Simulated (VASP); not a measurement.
Write the native input for VASP 6.6.1 that does the following.

* Task: single point
* Functional: PBE
* Potentials or basis: VASP PAW PBE potentials, release 64 (Hf_pv, O)
* Cutoff: 520 eV
* k mesh: 8 × 8 × 8
* Occupations: gaussian, width 0.05 eV
* Spin: no spin polarisation
* Dipole correction: no
* Further INCAR settings: ALGO = Normal; EDIFF = 1e-07; NBANDS = 18

The structure of HfO2 lies in POSCAR:

```
HfO2
1.0
    0.0000000000      2.6598000000      2.4552000000
    2.6598000000      0.0000000000      2.4552000000
    2.6598000000      2.6598000000      0.0000000000
Hf O
1 2
Direct
    0.0000000000      0.0000000000      0.0000000000
    0.2500000000      0.2500000000      0.2500000000
    0.7500000000      0.7500000000      0.7500000000
```

This cell differs from its parent crystal: strain +0.040 along x and y, -0.040 along z.

The input as run:

INCAR

```
SYSTEM = HfO2
PREC = Accurate
ENCUT = 520
EDIFF = 1E-7
ISMEAR = 0
SIGMA = 0.05
LREAL = .FALSE.
LASPH = .TRUE.
NELM = 100
ALGO = Normal
ISIF = 2
LWAVE = .FALSE.
LCHARG = .FALSE.
GGA = PE
NBANDS = 18
```

KPOINTS

```
regular mesh
0
G
  8 8 8
  0 0 0
```

Potentials or basis: VASP PAW PBE potentials, release 64 (Hf_pv, O).

Launch:

```bash
$ cat potpaw_PBE.64/Hf_pv/POTCAR potpaw_PBE.64/O/POTCAR > POTCAR
$ mpirun -np 1 vasp_std > vasp.out
```

Results of the run:

```
Pressure               : -13.5 GPa
Band gap on the k mesh : 2.70 eV, indirect (least direct gap 2.93 eV)
```

Caveat: the cell differs from its parent crystal (strain +0.040 along x and y, -0.040 along z); spin-orbit coupling is left out, which moves the levels of the heavy elements.

Run time: 33 s on 1 thread of Intel(R) Xeon(R) Platinum 8259CL CPU @ 2.50GHz (Skylake/Cascade Lake), on a shared host, peak memory 0.18 GiB.
